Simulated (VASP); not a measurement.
Cu, 1 atom in the cell. Symmetry: I4/mmm, No. 139, tetragonal system. Conventional cell: a = 2.886 Å, b = 2.886 Å, c = 2.752 Å, α = 90.00°, β = 90.00°, γ = 90.00°. Cu (site symmetry 4/mmm) has 14 Cu at 2.46 to 2.89 Å within 3.2 Å. 

```yaml
Program: VASP 6.6.1
Task: relaxation of cell and atoms
Functional: PBEsol
Potentials_or_basis: VASP PAW PBE potentials, release 64 (Cu)
Cutoff: 600 eV
k_mesh: 15 × 15 × 15
Occupations: methfessel-paxton, width 0.1 eV
Spin: no spin polarisation
Target_pressure: 30 GPa
Dipole_correction: no
Further_INCAR_settings: ALGO = Normal; EDIFF = 1e-06; IBRION = 2; EDIFFG = -0.01; NSW = 80; ISIF = 3
```

Potentials or basis: VASP PAW PBE potentials, release 64 (Cu).

Command:

```sh
$ cat potpaw_PBE.64/Cu/POTCAR > POTCAR
$ mpirun -np 1 vasp_std > vasp.out
```

Hardware: 1 thread of Intel Xeon 8259CL, with other jobs on the host.

**Question.** How long does it take, and how much memory?

**Answer.** Run time: 3.8 min on 1 thread of Intel Xeon 8259CL, on a shared host, peak memory 0.17 GiB. Counts: scf iterations 65, k points 288, ion steps 10.
